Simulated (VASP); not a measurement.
# Rh: single point with PBEsol

Rh:

```xyz
1
Lattice="0.2386 2.0280 2.0280 2.0280 0.2386 2.0280 2.0280 2.0280 0.2386" Properties=species:S:1:pos:R:3 pbc="T T T"
Rh    0.0000    0.0000    0.0000
```

This cell differs from its parent crystal: ratio of the length along [111] to the lengths across it x 1.2, volume and fractional coordinates fixed.

| Item | Value |
| --- | --- |
| Program | VASP 6.6.1 |
| Task | single point |
| Functional | PBEsol |
| Potentials or basis | VASP PAW PBE potentials, release 64 (Rh_pv) |
| Cutoff | 520 eV |
| k mesh | 24 × 24 × 24 |
| Occupations | gaussian, width 0.15 eV |
| Spin | no spin polarisation |
| Dipole correction | no |
| Further INCAR settings | ALGO = Fast; EDIFF = 1e-07; NBANDS = 14 |

```
Pressure               : 8.1 GPa
Band gap on the k mesh : zero (an odd number of electrons rules out a gap without spin polarisation)
```

Stress tensor (GPa, compression positive):
```
  8.07 -21.18 -21.18
-21.18   8.07 -21.18
-21.18 -21.18   8.07
```

Levels at points of the mesh, in eV from the Fermi level:
```
           k point  band 4  band 5  band 6  band 7  band 8  band 9  band 10  band 11
(0.00, 0.00, 0.00)   -7.96   -4.38   -2.85   -2.85   -0.39   -0.39    14.85    18.93
(0.50, 0.00, 0.00)   -6.29   -4.25   -1.89   -0.18    1.47    1.53     9.82    14.94
(0.50, 0.50, 0.00)   -6.52   -5.91    0.27    0.90    1.62    3.46    11.38    12.51
(0.50, 0.50, 0.50)   -6.37   -3.04   -3.04   -0.82    0.54    0.54     5.95    16.94
```

Wall time 5 min on 1 thread of AMD EPYC 7R43 64-Core Processor (Zen 3), with other jobs on the host, peak memory 0.3 GiB.

Caveat: the cell stands under pressure; the PAW data sets were made with another functional, which shifts forces and pressure a little.
